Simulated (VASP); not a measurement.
# Ga3N4 (P-43m) in VASP: further runs, part 2 of 2

VASP 6.6.1. Earlier steps stand in the parts before.

### 3 Relaxation of cell and atoms, PBE

This run uses another cell than the first one, of 13.68 Å³/atom.

File INCAR:

```
PREC = Accurate
ENCUT = 600
EDIFF = 1E-6
ISMEAR = 0
SIGMA = 0.1
LREAL = False
LASPH = True
NELM = 100
ALGO = Normal
ISIF = 3
LWAVE = False
LCHARG = False
GGA = PE
IBRION = 2
NSW = 100
EDIFFG = -0.01
```

File KPOINTS:

```
Automatic mesh
0
Gamma
  8 8 8
```

File POSCAR:

```
Ga3N4
1.0
    4.5751535238      0.0000000000      0.0000000000
    0.0000000000      4.5751535238      0.0000000000
    0.0000000000      0.0000000000      4.5751535238
Ga N
3 4
Direct
    0.0000000000      0.0000000000      0.5000000000
    0.5000000000      0.0000000000      0.0000000000
    0.0000000000      0.5000000000      0.0000000000
    0.2297478431      0.7702521569      0.2297478431
    0.7702521569      0.2297478431      0.2297478431
    0.2297478431      0.2297478431      0.7702521569
    0.7702521569      0.7702521569      0.7702521569
```

Potentials or basis: VASP PAW PBE potentials, release 64 (Ga_d, N).

Command:

```console
cat potpaw_PBE.64/Ga_d/POTCAR potpaw_PBE.64/N/POTCAR > POTCAR
mpirun -np 1 vasp_std > vasp.out
```

OUTCAR:

```text
PREC = Accurate
   ENCUT = 600
   EDIFF = 1E-6
   ISMEAR = 0
   LREAL = False
   LASPH = True
   NELM = 100
   ISIF = 3
   GGA = PE
   IBRION = 2
   NSW = 100
   EDIFFG = -0.01

 ion  position               nearest neighbor table
   1  0.000  0.000  0.500-   4 1.93   5 1.93   6 1.93   7 1.93
   2  0.500  0.000  0.000-   4 1.93   5 1.93   6 1.93   7 1.93
   3  0.000  0.500  0.000-   4 1.93   5 1.93   6 1.93   7 1.93
   4  0.230  0.770  0.230-   1 1.93   2 1.93   3 1.93
   5  0.770  0.230  0.230-   1 1.93   2 1.93   3 1.93
   6  0.230  0.230  0.770-   1 1.93   2 1.93   3 1.93
   7  0.770  0.770  0.770-   1 1.93   2 1.93   3 1.93

  LATTYP: Found a simple cubic cell.
 ALAT       =     4.5751535238

  Lattice vectors:

 A1 = (   4.5751535238,   0.0000000000,   0.0000000000)
 A2 = (   0.0000000000,   4.5751535238,   0.0000000000)
 A3 = (   0.0000000000,   0.0000000000,   4.5751535238)

Analysis of symmetry for initial positions (statically):
=====================================================================
 Subroutine PRICEL returns:
 Original cell was already a primitive cell.

 Routine SETGRP: Setting up the symmetry group for a
 simple cubic supercell.

 Subroutine GETGRP returns: Found 24 space group operations
 (whereof 24 operations were pure point group operations)
 out of a pool of 48 trial point group operations.

The static configuration has the point symmetry T_d .

Analysis of symmetry for dynamics (positions and initial velocities):
=====================================================================
 Subroutine PRICEL returns:
 Original cell was already a primitive cell.

 Routine SETGRP: Setting up the symmetry group for a
 simple cubic supercell.

 Subroutine GETGRP returns: Found 24 space group operations
 (whereof 24 operations were pure point group operations)
 out of a pool of 48 trial point group operations.

The dynamic configuration has the point symmetry T_d .
[... 130 lines left out ...]
  volume/ion in A,a.u.               =      13.68        92.32
  Fermi-wavevector in a.u.,A,eV,Ry     =   1.393007  2.632401 26.401660  1.940467
  Thomas-Fermi vector in A             =   2.516694
   LORBIT       =      0    0 simple, 1 ext, 2 COOP (PROOUT), +10 PAW based schemes
   GGA     = PE    functional components
   LHFCALC =     F    Hartree Fock is set to
   AEXX    =    0.0000 exact exchange contribution
   IVDW    =     0    specifies the selected vdW correction
   LEPSILON=     F    determine dielectric tensor
   LRPA    =     F    only Hartree local field effects (RPA)
 conjugate gradient relaxation of ions
 non-spin polarized calculation
 Gauss-broadening in eV      SIGMA  =   0.10
  energy-cutoff  :      600.00
  volume of cell :       95.77
 maximum number of plane-waves:      3218
 NGX is ok and might be reduce to    40
   NGX = 19   NGY = 19   NGZ = 19

--------------------------------------- Ionic step        1  -------------------------------------------

 number of electron      59.0000012 magnetization

 Free energy of the ion-electron system (eV)
  ---------------------------------------------------
  ext. energy  EPLUGINS =         0.00000000
  ---------------------------------------------------
  free energy    TOTEN  =       -38.64776584 eV

  energy without entropy =      -38.59447462  energy(sigma->0) =      -38.62112023

------------------------ aborting loop because EDIFF is reached ----------------------------------------

  FORCE on cell =-STRESS in cart. coord.  units (eV):
  Direction    XX          YY          ZZ          XY          YZ          ZX
  --------------------------------------------------------------------------------------
  -------------------------------------------------------------------------------------
  Total       -0.2188000     -0.2188000     -0.2188000      0.0000000      0.0000000     -0.0000000
  in kB       -3.6605034     -3.6605034     -3.6605034      0.0000000      0.0000000     -0.0000000
  external PRESSURE =      -3.6605034 kB  Pullay stress =       0.0000000 kB
[... 151 lines left out ...]
--------------------------------------- Ionic step        5  -------------------------------------------

 number of electron      59.0000014 magnetization

 Free energy of the ion-electron system (eV)
  ---------------------------------------------------
  ext. energy  EPLUGINS =         0.00000000
  ---------------------------------------------------
  free energy    TOTEN  =       -38.64849938 eV

  energy without entropy =      -38.59612525  energy(sigma->0) =      -38.62231231

 E-fermi :   2.7765     XC(G=0): -10.3332

 val. band max:        2.7656672205   @ k =   0.3750   0.1250   0.0000
 cond. band min:       2.7770656957   @ k =   0.5000   0.3750   0.1250
 fundamental gap:      0.0113984752
 Fermi energy:         2.7764993192

 k-point     1 :       0.0000    0.0000    0.0000
  band No.  band energies     occupation
      1     -12.7062      2.00000
      2     -11.8761      2.00000
      3     -11.8761      2.00000
      4     -11.8761      2.00000
      5     -10.6050      2.00000
      6     -10.6050      2.00000
[... 901 lines left out ...]
     34       9.8956      0.00000
     35      10.4450      0.00000

 [... further k-points ...]
[... 5 lines left out ...]
  --------------------------------------------------------------------------------------
  -------------------------------------------------------------------------------------
  Total        0.0047914      0.0047914      0.0047914      0.0000000     -0.0000000     -0.0000000
  in kB        0.0805891      0.0805891      0.0805891      0.0000000     -0.0000000     -0.0000000
  external PRESSURE =       0.0805891 kB  Pullay stress =       0.0000000 kB
[... 22 lines left out ...]
  FREE ENERGIE OF THE ION-ELECTRON SYSTEM (eV)
  ---------------------------------------------------
  free  energy   TOTEN  =       -38.6484993794 eV

  energy  without entropy=      -38.5961252484  energy(sigma->0) =      -38.62231231

 reached required accuracy - stopping structural energy minimisation
```

Wall time 11 min (1 thread of Intel Xeon 8259CL, shared host); peak memory 0.32 GiB.

Results:

| Quantity | Value |
| --- | --- |
| Free energy | -38.6485 eV |
| Relaxed volume | 13.61 Å³/atom |
| Relaxed cell | a = 4.567 Å, b = 4.567 Å, c = 4.567 Å, α = 90.00°, β = 90.00°, γ = 90.00° |
| Space group after relaxing (to 0.1 Å) | P-43m (No. 215) |
| Energy gained by relaxing | 0.1 meV/atom |
| Ionic steps | 5 |
| Pressure after relaxing | 0.0 GPa |
| Largest force after relaxing | 0.005 eV/Å |
| Band gap on the k mesh | zero (an odd number of electrons rules out a gap without spin polarisation) |

Forces in eV/Å, atoms in the order of the input:
```
Ga   0.000  0.000  0.000
Ga   0.000  0.000  0.000
Ga   0.000  0.000  0.000
N   -0.003  0.003 -0.003
N    0.003 -0.003 -0.003
N   -0.003 -0.003  0.003
N    0.003  0.003  0.003
```

Step by step:
```tsv
step	energy change (eV)	largest force (eV/Å)	pressure (GPa)	volume (Å³)
1	0.0000	0.0148	-0.37	95.77
2	-0.0004	0.0389	0.19	95.33
3	-0.0004	0.0335	0.04	95.44
4	-0.0006	0.0229	0.01	95.38
5	-0.0007	0.0050	0.01	95.26
```

Final structure:
```xyz
7
Lattice="4.5670 0.0000 0.0000 0.0000 4.5670 0.0000 0.0000 0.0000 4.5670" Properties=species:S:1:pos:R:3 pbc="T T T"
Ga    0.0000    0.0000    2.2835
Ga    2.2835    0.0000    0.0000
Ga    0.0000    2.2835    0.0000
N     1.0530    3.5140    1.0530
N     3.5140    1.0530    1.0530
N     1.0530    1.0530    3.5140
N     3.5140    3.5140    3.5140
```

Levels at points of the mesh, in eV from the Fermi level:
```
           k point  band 26  band 27  band 28  band 29  band 30  band 31  band 32  band 33
(0.00, 0.00, 0.00)    -1.90    -1.90    -1.90     0.32     0.32     0.32     2.65     5.02
(0.50, 0.00, 0.00)    -2.22    -1.61    -1.61    -1.01    -0.01    -0.01     5.05     5.60
(0.50, 0.50, 0.00)    -2.35    -1.59    -0.85    -0.72     0.05     0.05     6.60     6.60
(0.50, 0.50, 0.50)    -0.88    -0.88    -0.88     0.16     0.16     0.16     5.21     5.21
```
